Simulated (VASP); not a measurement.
# TiAl15N16 (a cell with a defect) in VASP: electric field gradients with PBE

Aim: the electric field gradients of TiAl15N16 (a cell with a defect) with PBE.

Program: VASP 6.6.1. These are calculated values, not measurements. Logs are shortened: lines on timing, memory, paths and dates and some standing lists are left out, and cuts for length are marked.

## Step 1: The cell of the first run

The cell holds a defect, 32 atoms: a = 6.226 Å, b = 6.226 Å, c = 9.962 Å, α = 90.00°, β = 90.00°, γ = 120.00°.

## Step 2: Electric field gradients, PBE

Input file INCAR:

```
SYSTEM = TiAl15N16
PREC = Accurate
ENCUT = 520
EDIFF = 1E-8
ISMEAR = -1
SIGMA = 0.01
LREAL = Auto
LASPH = .TRUE.
NELM = 100
ALGO = Normal
ISIF = 2
LWAVE = .FALSE.
LCHARG = .FALSE.
GGA = PE
LEFG = .TRUE.
NELECT = 136.0
NBANDS = 90
```

Input file KPOINTS:

```
regular mesh
0
G
  4 4 2
  0 0 0
```

Input file POSCAR:

```
TiAl15N16
1.0
    6.2260000000      0.0000000000      0.0000000000
   -3.1130000000      5.3918741640      0.0000000000
    0.0000000000      0.0000000000      9.9620000000
Ti Al N
1 15 16
Direct
    0.1666666666      0.3333333334      0.0000000000
    0.1666666666      0.3333333334      0.5000000000
    0.1666666666      0.8333333334      0.0000000000
    0.1666666666      0.8333333334      0.5000000000
    0.6666666666      0.3333333334      0.0000000000
    0.6666666666      0.3333333334      0.5000000000
    0.6666666666      0.8333333334      0.0000000000
    0.6666666666      0.8333333334      0.5000000000
    0.3333333334      0.1666666666      0.2500000000
    0.3333333334      0.1666666666      0.7500000000
    0.3333333334      0.6666666666      0.2500000000
    0.3333333334      0.6666666666      0.7500000000
    0.8333333334      0.1666666666      0.2500000000
    0.8333333334      0.1666666666      0.7500000000
    0.8333333334      0.6666666666      0.2500000000
    0.8333333334      0.6666666666      0.7500000000
    0.1666666666      0.3333333334      0.1900000000
    0.1666666666      0.3333333334      0.6900000000
    0.1666666666      0.8333333334      0.1900000000
    0.1666666666      0.8333333334      0.6900000000
    0.6666666666      0.3333333334      0.1900000000
    0.6666666666      0.3333333334      0.6900000000
    0.6666666666      0.8333333334      0.1900000000
    0.6666666666      0.8333333334      0.6900000000
    0.3333333334      0.1666666666      0.4400000000
    0.3333333334      0.1666666666      0.9400000000
    0.3333333334      0.6666666666      0.4400000000
    0.3333333334      0.6666666666      0.9400000000
    0.8333333334      0.1666666666      0.4400000000
    0.8333333334      0.1666666666      0.9400000000
    0.8333333334      0.6666666666      0.4400000000
    0.8333333334      0.6666666666      0.9400000000
```

Potentials or basis: VASP PAW PBE potentials, release 64 (Ti_sv, Al, N).

The run is started by

```
> cat potpaw_PBE.64/Ti_sv/POTCAR potpaw_PBE.64/Al/POTCAR potpaw_PBE.64/N/POTCAR > POTCAR
> mpirun -np 1 vasp_std > vasp.out
```

OUTCAR:

```text
SYSTEM = TiAl15N16
   PREC = Accurate
   ENCUT = 520
   EDIFF = 1E-8
   ISMEAR = -1
   LREAL = Auto
   LASPH = .TRUE.
   NELM = 100
   ISIF = 2
   GGA = PE
   NELECT = 136.0

 ion  position               nearest neighbor table
   1  0.167  0.333  0.000-  17 1.89  30 1.89  28 1.89  26 1.89  13 3.07  14 3.07  11 3.07  12 3.07
                             9 3.07  10 3.07   5 3.11   5 3.11   7 3.11   3 3.11   3 3.11   7 3.11
   2  0.167  0.333  0.500-  18 1.89  29 1.89  27 1.89  25 1.89  13 3.07  14 3.07  11 3.07  12 3.07
                             9 3.07  10 3.07   6 3.11   6 3.11   8 3.11   4 3.11   4 3.11   8 3.11
   3  0.167  0.833  0.000-  19 1.89  32 1.89  26 1.89  28 1.89  15 3.07  16 3.07   9 3.07  10 3.07
                            11 3.07  12 3.07   7 3.11   7 3.11   1 3.11   1 3.11   5 3.11   5 3.11
   4  0.167  0.833  0.500-  20 1.89  31 1.89  25 1.89  27 1.89  15 3.07  16 3.07   9 3.07  10 3.07
                            11 3.07  12 3.07   8 3.11   8 3.11   2 3.11   2 3.11   6 3.11   6 3.11
   5  0.667  0.333  0.000-  21 1.89  26 1.89  32 1.89  30 1.89   9 3.07  10 3.07  15 3.07  16 3.07
                            13 3.07  14 3.07   1 3.11   1 3.11   7 3.11   7 3.11   3 3.11   3 3.11
   6  0.667  0.333  0.500-  22 1.89  25 1.89  31 1.89  29 1.89   9 3.07  10 3.07  15 3.07  16 3.07
                            13 3.07  14 3.07   2 3.11   2 3.11   8 3.11   8 3.11   4 3.11   4 3.11
   7  0.667  0.833  0.000-  23 1.89  28 1.89  30 1.89  32 1.89  11 3.07  12 3.07  13 3.07  14 3.07
                            15 3.07  16 3.07   3 3.11   3 3.11   5 3.11   5 3.11   1 3.11   1 3.11
   8  0.667  0.833  0.500-  24 1.89  27 1.89  29 1.89  31 1.89  11 3.07  12 3.07  13 3.07  14 3.07
                            15 3.07  16 3.07   4 3.11   4 3.11   6 3.11   6 3.11   2 3.11   2 3.11
   9  0.333  0.167  0.250-  25 1.89  21 1.89  19 1.89  17 1.89   5 3.07   6 3.07   3 3.07   4 3.07
[... 17 lines left out ...]
  19  0.167  0.833  0.190-   3 1.89  15 1.89   9 1.89  11 1.89
  20  0.167  0.833  0.690-   4 1.89  16 1.89  10 1.89  12 1.89
  21  0.667  0.333  0.190-   5 1.89   9 1.89  15 1.89  13 1.89
  22  0.667  0.333  0.690-   6 1.89  10 1.89  16 1.89  14 1.89
[... 8 lines left out ...]
  31  0.833  0.667  0.440-  15 1.89   4 1.89   6 1.89   8 1.89
  32  0.833  0.667  0.940-  16 1.89   3 1.89   5 1.89   7 1.89

  LATTYP: Found a hexagonal cell.
 ALAT       =     6.2260000000
 C/A-ratio  =     1.6000642467

  Lattice vectors:

 A1 = (   6.2260000000,   0.0000000000,   0.0000000000)
 A2 = (  -3.1130000000,   5.3918741640,   0.0000000000)
 A3 = (   0.0000000000,   0.0000000000,   9.9620000000)

Analysis of symmetry for initial positions (statically):
=====================================================================
 Subroutine PRICEL returns:
 Original cell was already a primitive cell.

 Routine SETGRP: Setting up the symmetry group for a
 hexagonal supercell.

 Subroutine GETGRP returns: Found  6 space group operations
 (whereof  2 operations were pure point group operations)
 out of a pool of 24 trial point group operations.

The static configuration has the point symmetry C_1h.
 The point group associated with its full space group is C_3v.

Analysis of symmetry for dynamics (positions and initial velocities):
=====================================================================
 Subroutine PRICEL returns:
 Original cell was already a primitive cell.

 Routine SETGRP: Setting up the symmetry group for a
 hexagonal supercell.

 Subroutine GETGRP returns: Found  6 space group operations
 (whereof  2 operations were pure point group operations)
 out of a pool of 24 trial point group operations.

The dynamic configuration has the point symmetry C_1h.
 The point group associated with its full space group is C_3v.

 Subroutine INISYM returns: Found  6 space group operations
 (whereof  2 operations are pure point group operations),
 and found     1 'primitive' translations

----------------------------------------------------------------------------------------

                                     Primitive cell

  volume of cell :     334.4224

  direct lattice vectors                    reciprocal lattice vectors
     6.226000000  0.000000000  0.000000000     0.160616768  0.092732134  0.000000000
    -3.113000000  5.391874164  0.000000000     0.000000000  0.185464269  0.000000000
     0.000000000  0.000000000  9.962000000     0.000000000  0.000000000  0.100381450

  length of vectors
     6.226000000  6.226000000  9.962000000     0.185464269  0.185464269  0.100381450

  position of ions in fractional coordinates (direct lattice)
     0.166666667  0.333333333  0.000000000
[... 138 lines left out ...]
   IALGO  =     38    algorithm
   IMIX   =      4    mixing-type and parameters
     AMIX     =   0.40;   BMIX     =  1.00
     AMIX_MAG =   1.60;   BMIX_MAG =  1.00
  volume/ion in A,a.u.               =      10.45        70.52
  Fermi-wavevector in a.u.,A,eV,Ry     =   1.212893  2.292036 20.015675  1.471111
  Thomas-Fermi vector in A             =   2.348363
   LORBIT       =      0    0 simple, 1 ext, 2 COOP (PROOUT), +10 PAW based schemes
   GGA     = PE    functional components
   LHFCALC =     F    Hartree Fock is set to
   AEXX    =    0.0000 exact exchange contribution
   IVDW    =     0    specifies the selected vdW correction
   LEPSILON=     F    determine dielectric tensor
   LRPA    =     F    only Hartree local field effects (RPA)
 non-spin polarized calculation
  energy-cutoff  :      520.00
  volume of cell :      334.42
 maximum number of plane-waves:      9043
 NGX is ok and might be reduce to    48
   NGX = 23   NGY = 23   NGZ = 37

 number of electron     135.9999972 magnetization

 Free energy of the ion-electron system (eV)
  ---------------------------------------------------
  ext. energy  EPLUGINS =         0.00000000
  ---------------------------------------------------
  free energy    TOTEN  =      -249.92220612 eV

  energy without entropy =     -249.92220612  energy(sigma->0) =     -249.92220612

 E-fermi :   6.4508     XC(G=0): -10.9448

 val. band max:        6.2334109256   @ k =   0.0000   0.0000   0.0000
 cond. band min:       9.2059762253   @ k =   0.2500   0.2500   0.0000
 fundamental gap:      2.9725652997
 Fermi energy:         6.4508317203

 k-point     1 :       0.0000    0.0000    0.0000
  band No.  band energies     occupation
      1     -49.9530      2.00000
      2     -26.3052      2.00000
      3     -26.3052      2.00000
      4     -26.2902      2.00000
      5      -8.9604      2.00000
      6      -8.0852      2.00000
[... 653 lines left out ...]
     79      12.8244      0.00000
     80      12.9270      0.00000
 [bands above 80 left out]

------------------------ aborting loop because EDIFF is reached ----------------------------------------

  FORCE on cell =-STRESS in cart. coord.  units (eV):
  Direction    XX          YY          ZZ          XY          YZ          ZX
  --------------------------------------------------------------------------------------
  -------------------------------------------------------------------------------------
  Total        0.7958408      0.7958408      1.4246178     -0.0000000      0.0000000      0.0000000
  in kB        3.8127770      3.8127770      6.8251711     -0.0000000      0.0000000      0.0000000
  external PRESSURE =       4.8169084 kB  Pullay stress =       0.0000000 kB

 VOLUME and BASIS-vectors are now :
 -----------------------------------------------------------------------------
  energy-cutoff  :      520.00
  volume of cell :      334.42
      direct lattice vectors                 reciprocal lattice vectors
     6.226000000  0.000000000  0.000000000     0.160616768  0.092732134  0.000000000
    -3.113000000  5.391874164  0.000000000     0.000000000  0.185464269  0.000000000
     0.000000000  0.000000000  9.962000000     0.000000000  0.000000000  0.100381450

 POSITION                                       TOTAL-FORCE (eV/Angst)
 -----------------------------------------------------------------------------------
     -0.00000      1.79729      0.00000         0.000000      0.000000     -0.310730
     -0.00000      1.79729      4.98100         0.000000      0.000000     -0.184143
     -1.55650      4.49323      0.00000        -0.528283     -0.305005      0.349555
     -1.55650      4.49323      4.98100        -0.048331     -0.027904     -0.257938
      3.11300      1.79729      0.00000         0.000000      0.610009      0.349555
      3.11300      1.79729      4.98100         0.000000      0.055807     -0.257938
[... 24 lines left out ...]
      3.11300      3.59458      4.38328         0.000000      0.000000      0.087718
      3.11300      3.59458      9.36428         0.000000     -0.000000      0.179091
 -----------------------------------------------------------------------------------
    total drift:                                0.000001     -0.000002      0.024691

  FREE ENERGIE OF THE ION-ELECTRON SYSTEM (eV)
  ---------------------------------------------------
  free  energy   TOTEN  =      -249.9222061216 eV

  energy  without entropy=     -249.9222061216  energy(sigma->0) =     -249.92220612

 Electric field gradients (V/A^2)
---------------------------------------------------------------------
 ion       V_xx      V_yy      V_zz      V_xy      V_xz      V_yz
---------------------------------------------------------------------
   1      -2.973    -2.973     5.947     0.000     0.000    -0.000
   2      -2.506    -2.506     5.011    -0.000     0.000    -0.000
   3      -0.704     2.733    -2.029    -2.977    -1.982    -1.144
   4      -2.154    -1.977     4.131    -0.153    -0.204    -0.118
   5       4.452    -2.423    -2.029    -0.000     0.000     2.289
   6      -1.889    -2.242     4.131    -0.000     0.000     0.235
[... 24 lines left out ...]
  31      -1.059    -1.059     2.118    -0.000    -0.000     0.000
  32       3.267     3.267    -6.534    -0.000     0.000    -0.000
---------------------------------------------------------------------

 Electric field gradients after diagonalization (V/A^2)
 (convention: |V_zz| > |V_xx| > |V_yy|)
----------------------------------------------------------------------
 ion       V_xx      V_yy      V_zz     asymmetry (V_yy - V_xx)/ V_zz
----------------------------------------------------------------------
   1      -2.973    -2.973     5.947       0.000
   2      -2.506    -2.506     5.011       0.000
   3       4.452     0.071    -4.524       0.968
   4      -2.251    -1.889     4.139       0.087
   5       4.452     0.071    -4.524       0.968
   6      -2.251    -1.889     4.139       0.087
[... 24 lines left out ...]
  31      -1.059    -1.059     2.118       0.000
  32       3.267     3.267    -6.534       0.000
----------------------------------------------------------------------

           NMR quadrupolar parameters

 Cq : quadrupolar parameter    Cq=e*Q*V_zz/h
 eta: asymmetry parameters     (V_yy - V_xx)/ V_zz
 Q  : nuclear electric quadrupole moment in mb (millibarn)
----------------------------------------------------------------------
 ion       Cq(MHz)       eta       Q (mb)
----------------------------------------------------------------------
   1       0.014       0.000       1.000
   2       0.012       0.000       1.000
   3      -0.011       0.968       1.000
   4       0.010       0.087       1.000
   5      -0.011       0.968       1.000
   6       0.010       0.087       1.000
[... 24 lines left out ...]
  31       0.005       0.000       1.000
  32      -0.016       0.000       1.000
----------------------------------------------------------------------
```

Run time: 9.5 min. Hardware: 1 thread of AMD EPYC 7R13 (Zen 3), shared host; peak memory 0.49 GiB.

Results:

| Quantity | Value |
| --- | --- |
| Free energy | -249.9222 eV |
| Largest force | 1.211 eV/Å |
| Largest electric field gradient by atom | Ti +5.9; Al +5.0, -4.5, +4.1, +6.4, +11.1, +0.2, +4.8 (each value once); N -11.8, +4.5, -3.4, +3.1, +3.8, -7.9, +2.1, -6.5 (each value once) V/Å² |

Forces on the atoms (eV/Å):
```
Ti   0.000  0.000 -0.311
Al   0.000  0.000 -0.184
Al  -0.528 -0.305  0.350
Al  -0.048 -0.028 -0.258
Al   0.000  0.610  0.350
Al   0.000  0.056 -0.258
Al   0.528 -0.305  0.350
Al   0.048 -0.028 -0.258
Al   0.691 -0.399  0.581
Al   0.084 -0.048 -1.207
Al   0.000  0.798  0.581
Al   0.000  0.097 -1.207
Al  -0.691 -0.399  0.581
Al  -0.084 -0.048 -1.207
Al   0.000  0.000  0.230
Al   0.000  0.000 -0.550
N    0.000  0.000 -0.029
N    0.000  0.000  0.839
N    0.059  0.034 -0.338
N    0.083  0.048  0.666
N    0.000 -0.069 -0.338
N    0.000 -0.095  0.666
N   -0.059  0.034 -0.338
N   -0.083  0.048  0.666
N   -0.110  0.064 -0.044
N    0.566 -0.327  0.163
N    0.000 -0.127 -0.044
N    0.000  0.653  0.163
N    0.110  0.064 -0.044
N   -0.566 -0.327  0.163
N    0.000  0.000  0.088
N    0.000  0.000  0.179
```

Levels at points of the mesh, in eV from the Fermi level:
```
           k point  band 64  band 65  band 66  band 67  band 68  band 69  band 70  band 71  band 72  band 73
(0.00, 0.00, 0.00)    -0.61    -0.61    -0.37    -0.22    -0.22     2.83     2.83     3.63     3.73     3.73
(0.50, 0.00, 0.00)    -1.02    -0.74    -0.61    -0.57    -0.45     2.77     3.07     3.29     3.83     4.08
(0.00, 0.00, 0.50)    -0.83    -0.58    -0.58    -0.23    -0.23     2.85     2.85     3.44     3.65     3.65
(0.50, 0.00, 0.50)    -0.85    -0.76    -0.74    -0.57    -0.52     2.77     3.08     3.29     3.86     4.09
```

Electric field gradients, principal values (V/Å²):
```csv
atom,least,middle,greatest (by size)
1 Ti,-2.973,-2.973,5.947
2 Al,-2.506,-2.506,5.011
3 Al,0.071,4.452,-4.524
4 Al,-1.889,-2.251,4.139
5 Al,0.071,4.452,-4.524
6 Al,-1.889,-2.251,4.139
7 Al,0.071,4.453,-4.524
8 Al,-1.889,-2.250,4.139
9 Al,-2.809,-3.573,6.382
10 Al,-5.476,-5.670,11.146
11 Al,-2.809,-3.573,6.382
12 Al,-5.476,-5.670,11.146
13 Al,-2.809,-3.573,6.382
14 Al,-5.476,-5.670,11.146
15 Al,-0.095,-0.095,0.191
16 Al,-2.413,-2.414,4.827
17 N,5.892,5.893,-11.785
18 N,-2.265,-2.265,4.531
19 N,0.107,3.309,-3.416
20 N,-0.485,-2.663,3.149
21 N,0.107,3.309,-3.416
22 N,-0.485,-2.663,3.149
23 N,0.107,3.309,-3.415
24 N,-0.486,-2.663,3.149
25 N,-1.480,-2.315,3.794
26 N,1.857,6.051,-7.909
27 N,-1.480,-2.314,3.794
28 N,1.857,6.052,-7.909
29 N,-1.480,-2.314,3.794
30 N,1.857,6.052,-7.909
31 N,-1.059,-1.059,2.118
32 N,3.267,3.267,-6.534
```

Caveat: the cell carries a net charge on a neutralising background, which shifts energy and pressure; the cell is charged against a uniform background, so pressure and absolute levels hang on convention; without QUAD_EFG the Cq values of the log hold for a quadrupole moment of 1 mb, not for the nuclei.
